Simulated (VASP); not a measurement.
# AlCo3 (Pm-3m) in VASP: a series of runs, part 2 of 2

VASP 6.6.1. Earlier steps stand in the parts before.

### Step 4. Single point, PBEsol, collinear spin, ferromagnetic start

This run uses another cell than the first one, of 11.88 Å³/atom, 1.040 times its volume.

The input, INCAR:

```
SYSTEM = AlCo3
PREC = Accurate
ENCUT = 520
EDIFF = 1E-6
ISMEAR = -1
SIGMA = 0.05
LREAL = .FALSE.
LASPH = .TRUE.
NELM = 150
ALGO = Fast
ISIF = 2
LWAVE = .FALSE.
LCHARG = .FALSE.
ISPIN = 2
MAGMOM = 2 2 2 0
LORBIT = 11
LMAXMIX = 4
GGA = PS
NBANDS = 27
```

The input, KPOINTS:

```
Automatic mesh
0
G
  8 8 8
  0 0 0
```

The input, POSCAR:

```
AlCo3
1.0
    3.6219921844      0.0000000000      0.0000000000
    0.0000000000      3.6219921844      0.0000000000
    0.0000000000      0.0000000000      3.6219921844
Co Al
3 1
Direct
    0.0000000000      0.5000000000      0.5000000000
    0.5000000000      0.0000000000      0.5000000000
    0.5000000000      0.5000000000      0.0000000000
    0.0000000000      0.0000000000      0.0000000000
```

Potentials or basis: VASP PAW PBE potentials, release 64 (Co, Al).

Launch:

```
$ cat potpaw_PBE.64/Co/POTCAR potpaw_PBE.64/Al/POTCAR > POTCAR
$ mpirun -np 1 vasp_std > vasp.out
```

OUTCAR:

```text
SYSTEM = AlCo3
   PREC = Accurate
   ENCUT = 520
   EDIFF = 1E-6
   ISMEAR = -1
   LREAL = .FALSE.
   LASPH = .TRUE.
   NELM = 150
   ISIF = 2
   ISPIN = 2
   LORBIT = 11
   GGA = PS

 ion  position               nearest neighbor table
   1  0.000  0.500  0.500-   2 2.56   3 2.56   4 2.56   3 2.56   4 2.56   2 2.56   4 2.56   4 2.56
                             2 2.56   3 2.56   3 2.56   2 2.56
   2  0.500  0.000  0.500-   1 2.56   3 2.56   4 2.56   3 2.56   4 2.56   1 2.56   3 2.56   3 2.56
                             1 2.56   4 2.56   4 2.56   1 2.56
   3  0.500  0.500  0.000-   1 2.56   2 2.56   4 2.56   1 2.56   2 2.56   2 2.56   4 2.56   2 2.56
                             1 2.56   4 2.56   1 2.56   4 2.56
   4  0.000  0.000  0.000-   1 2.56   2 2.56   3 2.56   1 2.56   2 2.56   1 2.56   3 2.56   1 2.56
                             2 2.56   3 2.56   2 2.56   3 2.56

  LATTYP: Found a simple cubic cell.
 ALAT       =     3.6219921844

  Lattice vectors:

 A1 = (   3.6219921844,   0.0000000000,   0.0000000000)
 A2 = (   0.0000000000,   3.6219921844,   0.0000000000)
 A3 = (   0.0000000000,   0.0000000000,   3.6219921844)

Analysis of symmetry for initial positions (statically):
=====================================================================
 Subroutine PRICEL returns:
 Original cell was already a primitive cell.

 Routine SETGRP: Setting up the symmetry group for a
 simple cubic supercell.

 Subroutine GETGRP returns: Found 48 space group operations
 (whereof 48 operations were pure point group operations)
 out of a pool of 48 trial point group operations.

The static configuration has the point symmetry O_h .

Analysis of symmetry for dynamics (positions and initial velocities):
=====================================================================
 Subroutine PRICEL returns:
 Original cell was already a primitive cell.

 Routine SETGRP: Setting up the symmetry group for a
 simple cubic supercell.

 Subroutine GETGRP returns: Found 48 space group operations
 (whereof 48 operations were pure point group operations)
 out of a pool of 48 trial point group operations.

The dynamic configuration has the point symmetry O_h .

Analysis of structural, dynamic, and magnetic symmetry:
=====================================================================
 Subroutine PRICEL returns:
 Original cell was already a primitive cell.

 Routine SETGRP: Setting up the symmetry group for a
 simple cubic supercell.

 Subroutine GETGRP returns: Found 48 space group operations
 (whereof 48 operations were pure point group operations)
 out of a pool of 48 trial point group operations.

The overall configuration has the point symmetry O_h .

 Subroutine INISYM returns: Found 48 space group operations
 (whereof 48 operations are pure point group operations),
 and found     1 'primitive' translations

----------------------------------------------------------------------------------------

                                     Primitive cell

  volume of cell :      47.5163

  direct lattice vectors                    reciprocal lattice vectors
     3.621992184  0.000000000  0.000000000     0.276091153  0.000000000  0.000000000
     0.000000000  3.621992184  0.000000000     0.000000000  0.276091153  0.000000000
     0.000000000  0.000000000  3.621992184     0.000000000  0.000000000  0.276091153

  length of vectors
     3.621992184  3.621992184  3.621992184     0.276091153  0.276091153  0.276091153

  position of ions in fractional coordinates (direct lattice)
[... 81 lines left out ...]
   ENCUT  =  520.0 eV  38.22 Ry    6.18 a.u.   6.73  6.73  6.73*2*pi/ulx,y,z
   NELM   =    150;   NELMIN=  2; NELMDL= -5     # of ELM steps
   EDIFF  = 0.1E-05   stopping-criterion for ELM
   LREAL  =      F    real-space projection
   EDIFFG = 0.1E-04   stopping-criterion for IOM
   NSW    =      0    number of steps for IOM
   IBRION =     -1    ionic relax: 0-MD 1-quasi-New 2-CG
   NFREE  =      0    steps in history (QN), initial steepest desc. (CG)
   ISIF   =      2    stress and relaxation
   ISYM   =      2    0-nonsym 1-usesym 2-fastsym
   POTIM  = 0.5000    time-step for ionic-motion
   TEBEG  =    0.0;   TEEND  =   0.0 temperature during run
   PSTRESS=    0.0 pullay stress
   NELECT =      30.0000    total number of electrons
   NUPDOWN=      -1.0000    fix difference up-down
   EMIN   =  10.00;   EMAX   =-10.00  energy-range for DOS
   EFERMI =   0.00;   METHOD = LEGACY
   ISMEAR =    -1;   SIGMA  =   0.05  broadening in eV -4-tet -1-fermi 0-gaus
   EFERMI_NEDOS =   21; number of points for ismear=-14 and -15
   IALGO  =     68    algorithm
   IMIX   =      4    mixing-type and parameters
     AMIX     =   0.40;   BMIX     =  1.00
     AMIX_MAG =   1.60;   BMIX_MAG =  1.00
  volume/ion in A,a.u.               =      11.88        80.16
  Fermi-wavevector in a.u.,A,eV,Ry     =   1.404433  2.653994 26.836573  1.972432
  Thomas-Fermi vector in A             =   2.526995
   LORBIT       =     11    0 simple, 1 ext, 2 COOP (PROOUT), +10 PAW based schemes
   GGA     = PS    functional components
   LHFCALC =     F    Hartree Fock is set to
   AEXX    =    0.0000 exact exchange contribution
   IVDW    =     0    specifies the selected vdW correction
   LEPSILON=     F    determine dielectric tensor
   LRPA    =     F    only Hartree local field effects (RPA)
 spin polarized calculation
 RMM-DIIS sequential band-by-band and
  energy-cutoff  :      520.00
  volume of cell :       47.52
 maximum number of plane-waves:      1328
 NGX is ok and might be reduce to    28
   NGX = 13   NGY = 13   NGZ = 13

 number of electron      30.0000020 magnetization       3.8834353

 Free energy of the ion-electron system (eV)
  ---------------------------------------------------
  ext. energy  EPLUGINS =         0.00000000
  ---------------------------------------------------
  free energy    TOTEN  =       -27.88094601 eV

  energy without entropy =      -27.82501851  energy(sigma->0) =      -27.85298226

 E-fermi :   9.4057     XC(G=0): -12.6541

 val. band max:        9.4010618375   @ k =   0.5000   0.2500   0.0000
 cond. band min:       9.4065604508   @ k =   0.2500   0.2500   0.1250
 fundamental gap:      0.0054986133
 Fermi energy:         9.4056563362

 spin component 1

 k-point     1 :       0.0000    0.0000    0.0000
  band No.  band energies     occupation
      1      -0.3307      1.00000
      2       4.5970      1.00000
      3       5.5214      1.00000
      4       5.5214      1.00000
      5       5.8440      1.00000
      6       5.8440      1.00000
[... 709 lines left out ...]
     26      22.6316      0.00000
     27      23.6936      0.00000

 [... further k-points ...]

 spin component 2

 k-point     1 :       0.0000    0.0000    0.0000
  band No.  band energies     occupation
      1      -0.3038      1.00000
      2       5.5850      1.00000
      3       6.4043      1.00000
      4       6.4043      1.00000
      5       6.8678      1.00000
      6       6.8678      1.00000
[... 709 lines left out ...]
     26      22.8271      0.00000
     27      23.7295      0.00000

 [... further k-points ...]
[... 5 lines left out ...]
  --------------------------------------------------------------------------------------
  -------------------------------------------------------------------------------------
  Total       -4.1137043     -4.1137043     -4.1137043     -0.0000000      0.0000000     -0.0000000
  in kB     -138.7078772   -138.7078772   -138.7078772     -0.0000000      0.0000000     -0.0000000
  external PRESSURE =    -138.7078772 kB  Pullay stress =       0.0000000 kB

 VOLUME and BASIS-vectors are now :
 -----------------------------------------------------------------------------
  energy-cutoff  :      520.00
  volume of cell :       47.52
      direct lattice vectors                 reciprocal lattice vectors
     3.621992184  0.000000000  0.000000000     0.276091153  0.000000000  0.000000000
     0.000000000  3.621992184  0.000000000     0.000000000  0.276091153  0.000000000
     0.000000000  0.000000000  3.621992184     0.000000000  0.000000000  0.276091153

 POSITION                                       TOTAL-FORCE (eV/Angst)
 -----------------------------------------------------------------------------------
      0.00000      1.81100      1.81100         0.000000      0.000000      0.000000
      1.81100      0.00000      1.81100         0.000000      0.000000      0.000000
      1.81100      1.81100      0.00000         0.000000      0.000000      0.000000
      0.00000      0.00000      0.00000         0.000000      0.000000      0.000000
 -----------------------------------------------------------------------------------
    total drift:                                0.000000      0.000000      0.000000

  FREE ENERGIE OF THE ION-ELECTRON SYSTEM (eV)
  ---------------------------------------------------
  free  energy   TOTEN  =       -27.8809460138 eV

  energy  without entropy=      -27.8250185086  energy(sigma->0) =      -27.85298226

 total charge

# of ion       s       p       d       tot
------------------------------------------
    1        0.456   0.479   7.291   8.226
    2        0.456   0.479   7.291   8.226
    3        0.456   0.479   7.291   8.226
    4        0.404   0.396   0.000   0.800
--------------------------------------------------
tot          1.772   1.832  21.873  25.478

 magnetization (x)

# of ion       s       p       d       tot
------------------------------------------
    1       -0.002  -0.006   1.344   1.336
    2       -0.002  -0.006   1.344   1.336
    3       -0.002  -0.006   1.344   1.336
    4       -0.002  -0.038   0.000  -0.040
--------------------------------------------------
tot         -0.010  -0.056   4.032   3.967
```

stdout:

```text
POSCAR found type information on POSCAR CoAl
 POSCAR found :  2 types and       4 ions
 scaLAPACK will be used
 -----------------------------------------------------------------------------
|                                                                             |
|                                                                             |
|     You enforced a specific xc type in the INCAR file but a different       |
|     I HOPE YOU KNOW WHAT YOU ARE DOING!                                     |
|                                                                             |
 -----------------------------------------------------------------------------

 LDA part: xc-table for (Slater+PW92), standard interpolation
 POSCAR, INCAR and KPOINTS ok, starting setup
 FFT: planning ... GRIDC
 FFT: planning ... GRID_SOFT
 FFT: planning ... GRID
 WAVECAR not read
 entering main loop
```

Run time: 46 s. Hardware: 1 thread of AMD EPYC 9R45 (Zen 5), shared host; peak memory 0.18 GiB.

Results:

```
Free energy                                           : -27.8809 eV
Pressure                                              : -13.9 GPa
Net moment                                            : 3.88 μB per cell
Site moments                                          : Co +1.34; Al -0.04 μB
Valence electrons inside the program's atomic spheres : Co 8.23; Al 0.80
```

Levels at points of the mesh, in eV from the Fermi level:
Spin up:
```tsv
k point	band 13	band 14	band 15	band 16	band 17	band 18	band 19	band 20	band 21	band 22
(0.00, 0.00, 0.00)	-0.50	-0.27	-0.27	-0.27	0.77	0.77	0.77	6.42	6.42	6.77
(0.50, 0.00, 0.00)	-1.45	-1.45	-1.39	-0.98	-0.27	5.27	5.27	5.40	5.40	6.28
(0.50, 0.50, 0.00)	-1.68	-1.57	-1.20	-1.20	-0.76	0.65	0.65	7.80	7.94	7.94
(0.50, 0.50, 0.50)	-1.85	-1.30	-1.30	-0.47	-0.47	-0.47	-0.30	3.09	3.95	3.95
```
Spin down:
```
           k point  band 10  band 11  band 12  band 13  band 14  band 15  band 16  band 17
(0.00, 0.00, 0.00)    -0.39     0.56     0.56     0.77     0.77     0.77     0.95     1.11
(0.50, 0.00, 0.00)    -0.88    -0.76    -0.21    -0.21    -0.20     0.03     0.63     1.12
(0.50, 0.50, 0.00)    -1.12    -0.36    -0.35    -0.28    -0.28     0.08     0.10     0.23
(0.50, 0.50, 0.50)    -1.11    -0.30    -0.30    -0.30    -0.19    -0.04    -0.04     0.94
```

Caveat: the PAW data sets were made with another functional, which shifts forces and pressure a little.

### Step 5. Single point, PBEsol, collinear spin, ferromagnetic start

This run uses another cell than the first one, of 12.11 Å³/atom, 1.060 times its volume.

The input, INCAR:

```
  ALGO = Normal
  EDIFF = 1E-7
  ENCUT = 520
  GGA = PS
  ISIF = 2
  ISMEAR = -1
  ISPIN = 2
  LASPH = True
  LCHARG = True
  LELF = True
  LMAXMIX = 4
  LORBIT = 11
  LREAL = False
  LVHAR = True
  LWAVE = False
  MAGMOM = 2 2 2 0
  NBANDS = 27
  NELM = 150
  PREC = Accurate
  SIGMA = 0.05
```

The input, KPOINTS:

```
k-points
0
Gamma
  8 8 8
```

The input, POSCAR:

```
AlCo3
1.0
    3.6450628203      0.0000000000      0.0000000000
    0.0000000000      3.6450628203      0.0000000000
    0.0000000000      0.0000000000      3.6450628203
Co Al
3 1
Direct
    0.0000000000      0.5000000000      0.5000000000
    0.5000000000      0.0000000000      0.5000000000
    0.5000000000      0.5000000000      0.0000000000
    0.0000000000      0.0000000000      0.0000000000
```

Potentials or basis: VASP PAW PBE potentials, release 64 (Co, Al).

Launch:

```
$ cat potpaw_PBE.64/Co/POTCAR potpaw_PBE.64/Al/POTCAR > POTCAR
$ mpirun -np 1 vasp_std > vasp.out
```

OUTCAR:

```text
EDIFF = 1E-7
   ENCUT = 520
   GGA = PS
   ISIF = 2
   ISMEAR = -1
   ISPIN = 2
   LASPH = True
   LORBIT = 11
   LREAL = False
   NELM = 150
   PREC = Accurate

 ion  position               nearest neighbor table
   1  0.000  0.500  0.500-   2 2.58   3 2.58   4 2.58   3 2.58   4 2.58   2 2.58   4 2.58   4 2.58
                             2 2.58   3 2.58   3 2.58   2 2.58
   2  0.500  0.000  0.500-   1 2.58   3 2.58   4 2.58   3 2.58   4 2.58   1 2.58   3 2.58   3 2.58
                             1 2.58   4 2.58   4 2.58   1 2.58
   3  0.500  0.500  0.000-   1 2.58   2 2.58   4 2.58   1 2.58   2 2.58   2 2.58   4 2.58   2 2.58
                             1 2.58   4 2.58   1 2.58   4 2.58
[... 1676 lines left out ...]
     0.000000000  0.000000000  3.645062820     0.000000000  0.000000000  0.274343694

 POSITION                                       TOTAL-FORCE (eV/Angst)
 -----------------------------------------------------------------------------------
      0.00000      1.82253      1.82253         0.000000      0.000000      0.000000
      1.82253      0.00000      1.82253         0.000000      0.000000      0.000000
      1.82253      1.82253      0.00000         0.000000      0.000000      0.000000
      0.00000      0.00000      0.00000         0.000000      0.000000      0.000000
 -----------------------------------------------------------------------------------
    total drift:                                0.000000      0.000000      0.000000

  FREE ENERGIE OF THE ION-ELECTRON SYSTEM (eV)
  ---------------------------------------------------
  free  energy   TOTEN  =       -27.7945671049 eV

  energy  without entropy=      -27.7371648599  energy(sigma->0) =      -27.76586598

 total charge

# of ion       s       p       d       tot
------------------------------------------
    1        0.449   0.464   7.280   8.193
    2        0.449   0.464   7.280   8.193
    3        0.449   0.464   7.280   8.193
    4        0.402   0.388   0.000   0.790
--------------------------------------------------
tot          1.748   1.781  21.841  25.370

 magnetization (x)

# of ion       s       p       d       tot
------------------------------------------
    1       -0.003  -0.007   1.357   1.348
    2       -0.003  -0.007   1.357   1.348
    3       -0.003  -0.007   1.357   1.348
    4       -0.002  -0.038   0.000  -0.040
--------------------------------------------------
tot         -0.010  -0.058   4.070   4.002
```

OSZICAR:

```text
N       E                     dE             d eps       ncg     rms          rms(c)
DAV:   1     0.175099944286E+03    0.17510E+03   -0.12645E+04  3828   0.133E+03
[... 11 lines left out ...]
DAV:  13    -0.277945902588E+02    0.20832E-04   -0.52044E-05  4728   0.979E-02    0.593E-02
DAV:  14    -0.277945670236E+02    0.23235E-04   -0.54746E-05  5856   0.840E-02    0.281E-02
DAV:  15    -0.277945677412E+02   -0.71757E-06   -0.52969E-06  4493   0.238E-02    0.115E-02
DAV:  16    -0.277945675074E+02    0.23378E-06   -0.34971E-07  3830   0.582E-03    0.488E-03
DAV:  17    -0.277945673300E+02    0.17744E-06   -0.53872E-08  2142   0.305E-03    0.198E-03
DAV:  18    -0.277945671063E+02    0.22366E-06   -0.42729E-08  2157   0.147E-03    0.937E-04
DAV:  19    -0.277945671049E+02    0.14224E-08   -0.72511E-09  2049   0.930E-04
   1 F= -.27794567E+02 E0= -.27765866E+02  d E =-.574022E-01  mag=     3.9089
```

stdout:

```text
POSCAR found type information on POSCAR CoAl
 POSCAR found :  2 types and       4 ions
 scaLAPACK will be used
 -----------------------------------------------------------------------------
|                                                                             |
|                                                                             |
|     You enforced a specific xc type in the INCAR file but a different       |
|     I HOPE YOU KNOW WHAT YOU ARE DOING!                                     |
|                                                                             |
 -----------------------------------------------------------------------------

 LDA part: xc-table for (Slater+PW92), standard interpolation
 POSCAR, INCAR and KPOINTS ok, starting setup
 FFT: planning ... GRIDC
 FFT: planning ... GRID_SOFT
 FFT: planning ... GRID
 WAVECAR not read
 entering main loop
```

It took 44 s on 1 thread of Intel Xeon 6975P-C (Granite Rapids), shared host; peak memory 0.21 GiB.

What came out:

| Item | Value |
| --- | --- |
| Free energy | -27.7946 eV |
| Pressure | -16.4 GPa |
| Net moment | 3.91 μB per cell |
| Site moments | Co +1.35; Al -0.04 μB |
| Valence electrons inside the program's atomic spheres | Co 8.19; Al 0.79 |

Caveat: the PAW data sets were made with another functional, which shifts forces and pressure a little.

### Step 6. Summary

| cell | gap on the mesh (eV) | pressure (GPa) | moment (μB) |
| --- | --- | --- | --- |
| a = 3.575 Å, 4 atoms | none | -7.6 | 3.83 |
| a = 3.599 Å, 4 atoms | none | -10.9 | 3.86 |
| a = 3.622 Å, 4 atoms | none | -13.9 | 3.88 |
| a = 3.645 Å, 4 atoms | none | -16.4 | 3.91 |

Alike in all rows: task single point; level PBEsol; potentials or basis VASP PAW PBE potentials, release 64 (Co, Al); spin collinear, ferromagnetic start; k mesh 8 × 8 × 8; cutoff (eV) 520; smearing fermi-dirac 0.05 eV.

Caveats: the PAW data sets were made with another functional, which shifts forces and pressure a little.

Absolute energies hang on the potentials; compare differences alone.
